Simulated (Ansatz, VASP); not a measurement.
**One calculation of SrO, two programs**

```
CELL_PARAMETERS angstrom
0.00000 2.58000 2.58000
2.58000 0.00000 2.58000
2.58000 2.58000 0.00000
ATOMIC_POSITIONS crystal
Sr 0.00000 0.00000 0.00000
O 0.50000 0.50000 0.50000
```

Alike in both runs: task single point; functional PBE; k mesh 6 × 6 × 6; occupations gaussian, width 0.1 eV; no spin polarisation.

|  | VASP | Ansatz |
| --- | --- | --- |
| version | VASP 6.6.1 | Ansatz 0.2.0 |
| potentials or method | VASP PAW PBE potentials, release 64 (Sr_sv, O), cutoff 600 eV | scalar-relativistic, plane waves, PAW |
| valence electrons in the cell | 16 | 16 |

|  | VASP | Ansatz | Ansatz less VASP |
| --- | --- | --- | --- |
| gap on the k mesh at the Fermi level (eV) | 3.27 | 3.32 | +0.047 |
| least direct gap on the mesh (eV) | 3.37 | 3.40 | +0.037 |
| pressure (GPa) | 2.3 | 1.8 | -0.45 |
